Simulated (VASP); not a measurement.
# InSb (zincblende type) (F-43m) in VASP: density of states with PBE

Aim: the density of states of InSb (zincblende type) with PBE.

All numbers are computed with VASP 6.6.1; they aren't measurements. Logs are shortened: lines on timing, memory, paths and dates and some standing lists are left out, and cuts for length are marked.

## (1) The cell of the first run

It takes space group F-43m (No. 216, cubic). The conventional cell has a = 5.438 Å, b = 5.438 Å, c = 5.438 Å, α = 90.00°, β = 90.00°, γ = 90.00°. In (site symmetry -43m) has 4 Sb at 2.35 Å within 3.1 Å. Within 3.1 Å of Sb (site symmetry -43m) lie 4 In at 2.35 Å.

## (2) Density of states, PBE (volume scaled by 0.55)

Input file POSCAR:

```
InSb
1.0
    0.0000000000      2.7187785378      2.7187785378
    2.7187785378      0.0000000000      2.7187785378
    2.7187785378      2.7187785378      0.0000000000
In Sb
1 1
Direct
    0.0000000000      0.0000000000      0.0000000000
    0.2500000000      0.2500000000      0.2500000000
```

Input file INCAR.step1:

```
SYSTEM = InSb
ALGO = Normal ; EDIFF = 1E-6
ENCUT = 520 ; GGA = PE
ISIF = 2 ; ISMEAR = -1
LASPH = .TRUE. ; LCHARG = .TRUE.
LREAL = .FALSE. ; LWAVE = .FALSE.
NBANDS = 16 ; NELM = 60
PREC = Accurate ; SIGMA = 0.1
```

Input file KPOINTS.step1:

```
k-points
0
G
  11 11 11
  0 0 0
```

Input file INCAR.step2:

```
SYSTEM = InSb
ALGO = Normal ; EDIFF = 1E-6
ENCUT = 520 ; GGA = PE
ICHARG = 11 ; ISIF = 2
ISMEAR = -5 ; LASPH = .TRUE.
LCHARG = .FALSE. ; LORBIT = 10
LREAL = .FALSE. ; LWAVE = .FALSE.
NEDOS = 2001 ; NELM = 60
PREC = Accurate ; SIGMA = 0.1
```

Input file KPOINTS.step2:

```
k-points
0
G
  17 17 17
  0 0 0
```

Potentials or basis: VASP PAW PBE potentials, release 64 (In_d, Sb).

Started as:

```console
> cat potpaw_PBE.64/In_d/POTCAR potpaw_PBE.64/Sb/POTCAR > POTCAR
> cp INCAR.step1 INCAR
> cp KPOINTS.step1 KPOINTS
> mpirun -np 1 vasp_std > vasp.out
> cp INCAR.step2 INCAR
> cp KPOINTS.step2 KPOINTS
> mpirun -np 1 vasp_std > vasp.out
```

OUTCAR:

```text
SYSTEM = InSb
   EDIFF = 1E-6
   ENCUT = 520
   GGA = PE
   ICHARG = 11
   ISIF = 2
   ISMEAR = -5
   LASPH = .TRUE.
   LORBIT = 10
   LREAL = .FALSE.
   NELM = 60
   PREC = Accurate

 ion  position               nearest neighbor table
   1  0.000  0.000  0.000-   2 2.35   2 2.35   2 2.35   2 2.35
   2  0.250  0.250  0.250-   1 2.35   1 2.35   1 2.35   1 2.35

  LATTYP: Found a face centered cubic cell.
 ALAT       =     5.4375570756

  Lattice vectors:

 A1 = (   0.0000000000,   2.7187785378,   2.7187785378)
 A2 = (   2.7187785378,   0.0000000000,   2.7187785378)
 A3 = (   2.7187785378,   2.7187785378,   0.0000000000)

Analysis of symmetry for initial positions (statically):
=====================================================================
 Subroutine PRICEL returns:
 Original cell was already a primitive cell.

 Routine SETGRP: Setting up the symmetry group for a
 face centered cubic supercell.

 Subroutine GETGRP returns: Found 24 space group operations
 (whereof 24 operations were pure point group operations)
 out of a pool of 48 trial point group operations.

The static configuration has the point symmetry T_d .

Analysis of symmetry for dynamics (positions and initial velocities):
=====================================================================
 Subroutine PRICEL returns:
 Original cell was already a primitive cell.

 Routine SETGRP: Setting up the symmetry group for a
 face centered cubic supercell.

 Subroutine GETGRP returns: Found 24 space group operations
 (whereof 24 operations were pure point group operations)
 out of a pool of 48 trial point group operations.

The dynamic configuration has the point symmetry T_d .

 Subroutine INISYM returns: Found 24 space group operations
 (whereof 24 operations are pure point group operations),
 and found     1 'primitive' translations

----------------------------------------------------------------------------------------

                                     Primitive cell

  volume of cell :      40.1931

  direct lattice vectors                    reciprocal lattice vectors
     0.000000000  2.718778538  2.718778538    -0.183906116  0.183906116  0.183906116
     2.718778538  0.000000000  2.718778538     0.183906116 -0.183906116  0.183906116
     2.718778538  2.718778538  0.000000000     0.183906116  0.183906116 -0.183906116

  length of vectors
     3.844933481  3.844933481  3.844933481     0.318534736  0.318534736  0.318534736

  position of ions in fractional coordinates (direct lattice)
     0.000000000  0.000000000  0.000000000
     0.250000000  0.250000000  0.250000000

  ion indices of the primitive-cell ions
   primitive index   ion index
                 1           1
                 2           2

----------------------------------------------------------------------------------------

 KPOINTS: k-points

Automatic generation of k-mesh.
 Grid dimensions read from file:
 generate k-points for:   17   17   17

 Generating k-lattice:

  Cartesian coordinates                     Fractional coordinates (reciprocal lattice)
    -0.010818007  0.010818007  0.010818007     0.058823529  0.000000000  0.000000000
     0.010818007 -0.010818007  0.010818007     0.000000000  0.058823529  0.000000000
     0.010818007  0.010818007 -0.010818007     0.000000000  0.000000000  0.058823529

  Length of vectors
     0.018737337  0.018737337  0.018737337

  Shift w.r.t. Gamma in fractional coordinates (k-lattice)
     0.000000000  0.000000000  0.000000000

 TETIRR: Found    693 inequivalent tetrahedra from    29478

 Subroutine IBZKPT returns following result:
 ===========================================

 Found    165 irreducible k-points:

 Following reciprocal coordinates:
            Coordinates               Weight
  0.000000  0.000000  0.000000      1.000000
  0.058824  0.000000  0.000000      8.000000
  0.117647  0.000000  0.000000      8.000000
  0.176471  0.000000  0.000000      8.000000
  0.235294  0.000000  0.000000      8.000000
  0.294118  0.000000  0.000000      8.000000
[... 16 lines left out ...]
 -0.176471  0.058824  0.000000     24.000000
 -0.117647  0.058824  0.000000     24.000000
 [... further k-points ...]
   k-points           NKPTS =    165   k-points in BZ     NKDIM =    165   number of bands    NBANDS=     13
   number of dos      NEDOS =   2001   number of ions     NIONS =      2
   total plane-waves  NPLWV =  27000
   dimension x,y,z NGX =    30 NGY =   30 NGZ =   30
   dimension x,y,z NGXF=    60 NGYF=   60 NGZF=   60
   ions per type =               1   1
   NGX,Y,Z   is equivalent  to a cutoff of  12.97, 12.97, 12.97 a.u.
   NGXF,Y,Z  is equivalent  to a cutoff of  25.94, 25.94, 25.94 a.u.
 SYSTEM =  InSb
   PREC   = accura    normal or accurate (medium, high low for compatibility)
   ISTART =      0    job   : 0-new  1-cont  2-samecut
   ICHARG =     11    charge: 1-file 2-atom 10-const
   ISPIN  =      1    spin polarized calculation?
   LNONCOLLINEAR =      F non collinear calculations
   LSORBIT =      F    spin-orbit coupling
   LASPH  =      T    aspherical Exc in radial PAW
   ENCUT  =  520.0 eV  38.22 Ry    6.18 a.u.   7.15  7.15  7.15*2*pi/ulx,y,z
   NELM   =     60;   NELMIN=  2; NELMDL=  0     # of ELM steps
   EDIFF  = 0.1E-05   stopping-criterion for ELM
   LREAL  =      F    real-space projection
   EDIFFG = 0.1E-04   stopping-criterion for IOM
   NSW    =      0    number of steps for IOM
   IBRION =     -1    ionic relax: 0-MD 1-quasi-New 2-CG
   NFREE  =      0    steps in history (QN), initial steepest desc. (CG)
   ISIF   =      2    stress and relaxation
   ISYM   =      2    0-nonsym 1-usesym 2-fastsym
   POTIM  = 0.5000    time-step for ionic-motion
   TEBEG  =    0.0;   TEEND  =   0.0 temperature during run
   PSTRESS=    0.0 pullay stress
   NELECT =      18.0000    total number of electrons
   NUPDOWN=      -1.0000    fix difference up-down
   EMIN   =  10.00;   EMAX   =-10.00  energy-range for DOS
   EFERMI =   0.00;   METHOD = LEGACY
   ISMEAR =    -5;   SIGMA  =   0.10  broadening in eV -4-tet -1-fermi 0-gaus
   EFERMI_NEDOS =   21; number of points for ismear=-14 and -15
   IALGO  =     38    algorithm
   IMIX   =      4    mixing-type and parameters
     AMIX     =   0.40;   BMIX     =  1.00
     AMIX_MAG =   1.60;   BMIX_MAG =  1.00
  volume/ion in A,a.u.               =      20.10       135.62
  Fermi-wavevector in a.u.,A,eV,Ry     =   1.252512  2.366904 21.344628  1.568786
  Thomas-Fermi vector in A             =   2.386409
   LORBIT       =     10    0 simple, 1 ext, 2 COOP (PROOUT), +10 PAW based schemes
   GGA     = PE    functional components
   LHFCALC =     F    Hartree Fock is set to
   AEXX    =    0.0000 exact exchange contribution
   IVDW    =     0    specifies the selected vdW correction
   LEPSILON=     F    determine dielectric tensor
   LRPA    =     F    only Hartree local field effects (RPA)
 non-spin polarized calculation
 Fermi weights with tetrahedron method with Bloechl corrections
  energy-cutoff  :      520.00
  volume of cell :       40.19
 maximum number of plane-waves:      1099
 NGX is ok and might be reduce to    30

 number of electron      17.9999995 magnetization

 Free energy of the ion-electron system (eV)
  ---------------------------------------------------
  ext. energy  EPLUGINS =         0.00000000
  ---------------------------------------------------
  free energy    TOTEN  =        -1.69060038 eV

  energy without entropy =       -1.69060038  energy(sigma->0) =       -1.69060038

 E-fermi :  12.7888     XC(G=0): -11.1638

 val. band max:       12.8963256734   @ k =   0.0000   0.0000   0.0000
 cond. band min:      12.7594155707   @ k =   0.4706   0.4706   0.0000
 fundamental gap:     -0.1369101027
 Fermi energy:        12.7888058429

 k-point     1 :       0.0000    0.0000    0.0000
  band No.  band energies     occupation
      1      -4.3759      2.00000
      2      -4.3759      2.00000
      3      -4.3759      2.00000
      4      -4.0037      2.00000
      5      -4.0037      2.00000
      6      -2.7933      2.00000
      7      12.8963      1.92033
      8      12.8963      1.03648
      9      12.8963      1.03648
     10      15.2933      0.00000
     11      15.2933      0.00000
     12      15.2933      0.00000
     13      15.6216      0.00000

 k-point     2 :       0.0588    0.0000    0.0000
  band No.  band energies     occupation
      1      -4.3910      2.00000
      2      -4.3718      2.00000
      3      -4.3718      2.00000
      4      -4.0046      2.00000
      5      -4.0046      2.00000
      6      -2.7256      2.00000
      7      12.1387      2.00591
      8      12.7378      1.94176
      9      12.7378      1.94175
     10      15.3266      0.00000
     11      15.4714      0.00000
     12      15.4714      0.00000
     13      16.1356      0.00000

 k-point     3 :       0.1176    0.0000    0.0000
  band No.  band energies     occupation
      1      -4.4308      2.00000
      2      -4.3603      2.00000
      3      -4.3603      2.00000
      4      -4.0071      2.00000
      5      -4.0071      2.00000
      6      -2.5275      2.00000
      7      10.7479      2.00000
      8      12.3735      2.00000
      9      12.3735      2.00000
     10      15.1565      0.00000
     11      15.8721      0.00000
     12      15.8721      0.00000
     13      17.1279      0.00000
[... 305 lines left out ...]
 k-point    23 :      -0.1765    0.0588    0.0000
  band No.  band energies     occupation
      1      -4.5116      2.00000
      2      -4.3381      2.00000
      3      -4.3274      2.00000
      4      -4.0166      2.00000
      5      -4.0078      2.00000
      6      -2.0253      2.00000
      7       8.7842      2.00000
      8      10.9982      2.00000
      9      12.1417      2.00000
     10      15.2426      0.00000
     11      16.0336      0.00000
     12      16.6313      0.00000
     13      17.9621      0.00000

 k-point    24 :      -0.1176    0.0588    0.0000
  band No.  band energies     occupation
      1      -4.4592      2.00000
      2      -4.3552      2.00000
      3      -4.3454      2.00000
      4      -4.0125      2.00000
      5      -4.0061      2.00000
      6      -2.3778      2.00000
      7      10.2244      2.00000
      8      11.4179      2.00000
      9      12.5367      2.00000
     10      15.4372      0.00000
     11      15.6868      0.00000
     12      16.1917      0.00000
     13      17.5464      0.00000

 [... further k-points ...]

------------------------ aborting loop because EDIFF is reached ----------------------------------------

  FORCE on cell =-STRESS in cart. coord.  units (eV):
  Direction    XX          YY          ZZ          XY          YZ          ZX
  --------------------------------------------------------------------------------------
  -------------------------------------------------------------------------------------
  Total       22.5973509     22.5973509     22.5973509      0.0000000      0.0000000     -0.0000000
  in kB      900.7756081    900.7756081    900.7756081      0.0000000      0.0000000     -0.0000000
  external PRESSURE =     900.7756081 kB  Pullay stress =       0.0000000 kB

 VOLUME and BASIS-vectors are now :
 -----------------------------------------------------------------------------
  energy-cutoff  :      520.00
  volume of cell :       40.19
      direct lattice vectors                 reciprocal lattice vectors
     0.000000000  2.718778538  2.718778538    -0.183906116  0.183906116  0.183906116
     2.718778538  0.000000000  2.718778538     0.183906116 -0.183906116  0.183906116
     2.718778538  2.718778538  0.000000000     0.183906116  0.183906116 -0.183906116

 POSITION                                       TOTAL-FORCE (eV/Angst)
 -----------------------------------------------------------------------------------
      0.00000      0.00000      0.00000        -0.000000      0.000000     -0.000000
      1.35939      1.35939      1.35939         0.000000      0.000000      0.000000
 -----------------------------------------------------------------------------------
    total drift:                               -0.000000     -0.000000     -0.000000

  FREE ENERGIE OF THE ION-ELECTRON SYSTEM (eV)
  ---------------------------------------------------
  free  energy   TOTEN  =        -1.6906003754 eV

  energy  without entropy=       -1.6906003754  energy(sigma->0) =       -1.69060038

 total charge

# of ion       s       p       d       tot
------------------------------------------
    1        0.974   1.426   9.968  12.368
    2        1.134   1.796   0.074   3.004
--------------------------------------------------
tot          2.108   3.222  10.042  15.372
```

Run time: 51 s. Hardware: 1 thread of Intel Xeon Platinum 8559C (Emerald Rapids), shared host; peak memory 0.23 GiB.

What came out:

```yaml
Valence_electrons_inside_the_program's_atomic_spheres: In 12.37; Sb 3.00
```

Caveat: spin-orbit coupling is left out, which moves the levels of the heavy elements; tetrahedron occupations give inexact forces and stress in metals.
